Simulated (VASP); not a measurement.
Set up this calculation in VASP 6.6.1, as the native input.

| Property | Result |
| --- | --- |
| Task | single point |
| Functional | revPBE |
| Potentials or basis | VASP PAW PBE potentials, release 64 (N, B) |
| Cutoff | 520 eV |
| k mesh | 13 × 13 × 13 |
| Occupations | fermi-dirac, width 0.05 eV |
| Spin | no spin polarisation |
| Dipole correction | no |
| Further INCAR settings | ALGO = Normal; EDIFF = 1e-07; NBANDS = 11 |

The structure of BN lies in POSCAR:

```
BN
1.0
    0.0000000000      1.8130010000      1.8130010000
    1.8130010000      0.0000000000      1.8130010000
    1.8130010000      1.8130010000      0.0000000000
N B
1 1
Direct
    0.2500000000      0.2500000000      0.2500000000
    0.0000000000      0.0000000000      0.0000000000
```

One way to write it, as run:

INCAR

```
ALGO = Normal
EDIFF = 1E-7
ENCUT = 520
GGA = RE
ISIF = 2
ISMEAR = -1
LASPH = T
LCHARG = T
LELF = T
LREAL = F
LVHAR = T
LWAVE = F
NBANDS = 11
NELM = 100
PREC = Accurate
SIGMA = 0.05
```

KPOINTS

```
k-points
0
Gamma
  13 13 13
```

Potentials or basis: VASP PAW PBE potentials, release 64 (N, B).

Command:

```bash
$ cat potpaw_PBE.64/N/POTCAR potpaw_PBE.64/B/POTCAR > POTCAR
$ mpirun -np 1 vasp_std > vasp.out
```

It gave:

| Item | Value |
| --- | --- |
| Pressure | 4.2 GPa |
| Band gap on the k mesh | 4.54 eV, indirect (least direct gap 8.82 eV) |

Caveat: the PAW data sets were made with another functional, which shifts forces and pressure a little.

Run time: 27 s on 1 thread of AMD EPYC 7R13 (shared host), peak memory 0.09 GiB.
